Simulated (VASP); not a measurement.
Write the native input for VASP 6.6.1 that does the following.

* Task: G0W0 quasiparticle levels
* Functional: PBE
* Potentials or basis: VASP PAW PBE potentials, release 64 (O_GW, Li_GW)
* Cutoff: 500 eV
* k mesh: 4 × 4 × 4
* Occupations: gaussian, width 0.01 eV
* Spin: no spin polarisation
* Dipole correction: no
* GW scheme: G0W0
* GW iterations: 1
* Cutoff of the response function: 60
* Frequency points: 48
* Empty bands: 30
* Further INCAR settings: ALGO = EVGW0; EDIFF = 1e-08; NBANDS = 34

The system is Li2O.

```
O Li
1.0
     0.00000    2.28637    2.28637
     2.28637    0.00000    2.28637
     2.28637    2.28637    0.00000
O Li
1 2
Cartesian
  0.0000 0.0000 0.0000
  1.1432 1.1432 1.1432
  3.4296 3.4296 3.4296
```

One way to write it, as run:

POSCAR

```
Li2O
1.0
    0.0000000000      2.2863684517      2.2863684517
    2.2863684517      0.0000000000      2.2863684517
    2.2863684517      2.2863684517      0.0000000000
O Li
1 2
Direct
    0.0000000000      0.0000000000      0.0000000000
    0.2500000000      0.2500000000      0.2500000000
    0.7500000000      0.7500000000      0.7500000000
```

INCAR.step1

```
PREC = Accurate
ENCUT = 500
EDIFF = 1E-8
ISMEAR = 0
SIGMA = 0.01
LREAL = False
LASPH = True
NELM = 80
ALGO = Normal
LWAVE = True
LCHARG = False
GGA = PE
```

INCAR.step2

```
PREC = Accurate
ENCUT = 500
EDIFF = 1E-8
ISMEAR = 0
SIGMA = 0.01
LREAL = False
LASPH = True
NELM = 1
ALGO = Exact
LWAVE = True
LCHARG = False
GGA = PE
NBANDS = 34
LOPTICS = True
ISTART = 1
```

INCAR.step3

```
PREC = Accurate
ENCUT = 500
EDIFF = 1E-8
ISMEAR = 0
SIGMA = 0.01
LREAL = False
LASPH = True
ALGO = EVGW0
LWAVE = False
LCHARG = False
GGA = PE
NELMGW = 1
NBANDS = 34
ENCUTGW = 60
NOMEGA = 48
PRECFOCK = Fast
ISTART = 1
NBANDSGW = 12
```

KPOINTS

```
Automatic mesh
0
Gamma
  4 4 4
```

Potentials or basis: VASP PAW PBE potentials, release 64 (O_GW, Li_GW).

Command:

```console
$ cat potpaw_PBE.64/O_GW/POTCAR potpaw_PBE.64/Li_GW/POTCAR > POTCAR
$ cp INCAR.step1 INCAR
$ mpirun -np 1 vasp_std > vasp.out
$ cp INCAR.step2 INCAR
$ mpirun -np 1 vasp_std > vasp.out
$ cp INCAR.step3 INCAR
$ mpirun -np 1 vasp_std > vasp.out
```

It gave:

- Band gap on the k mesh, mean-field level: 5.04 eV, indirect (least direct gap 5.50 eV)
- Quasiparticle gap: 7.11 eV
- Least direct quasiparticle gap: 7.61 eV

Caveat: the k points lie up to 0.59 Å⁻¹ apart; bands, screening cutoff and mesh are small and nothing is extrapolated, so the quasiparticle values aren't converged.

Run time: 36 s on 1 thread of Intel Xeon 8259CL (shared host), peak memory 0.2 GiB.
